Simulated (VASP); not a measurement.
Runs of VASP 6.6.1 on BiOs. The structure is that of space group Fm-3m (No. 225), or close to it. The cells are those of the table. 

| level | cell | k mesh | gap on the mesh (eV) | pressure (GPa) |
| --- | --- | --- | --- | --- |
| r2SCAN | a = 3.919 Å, angles 60.0°, 2 atoms | 10 × 10 × 10 | none | 0.6 |
| r2SCAN | a = 3.971 Å, angles 60.0°, 2 atoms | 10 × 10 × 10 | none | -4.5 |
| r2SCAN | a = 3.919 Å, angles 60.0°, 2 atoms | 15 × 15 × 15 | none | 0.7 |
| PBE | a = 3.919 Å, angles 60.0°, 2 atoms | 10 × 10 × 10 | none | (c) |
| r2SCAN | a = 3.945 Å, angles 60.0°, 2 atoms | 10 × 10 × 10 | none | -2.1 |
| r2SCAN | a = 3.880, b = 3.919 Å, angles 59.7, 60.7, 59.7°, 2 atoms | 10 × 10 × 10 | none | 3.8 |
| r2SCAN+D4 | a = 3.919 Å, angles 60.0°, 2 atoms | 10 × 10 × 10 | none | (b) |
| r2SCAN | a = 3.893 Å, angles 60.0°, 2 atoms | 10 × 10 × 10 | none | (a) |

Alike in all rows: task single point; potentials or basis VASP PAW PBE potentials, release 64 (Os, Bi_d); no spin polarisation; cutoff (eV) 520; smearing gaussian 0.05 eV.

Q: Fill in the values left out.

A: (a) 3.6; (b) -0.7; (c) 3.7.

Caveats: spin-orbit coupling is left out, which moves the levels of the heavy elements; the PAW data sets were made with another functional, which shifts forces and pressure a little (at least some runs); the cell stands under pressure (at least some runs); the cell stands under tension (at least some runs).

A k mesh can miss the band edges, and the runs leave out spin-orbit coupling on Bi, Os.

A gap of «none» marks levels without a gap at the run's occupations.
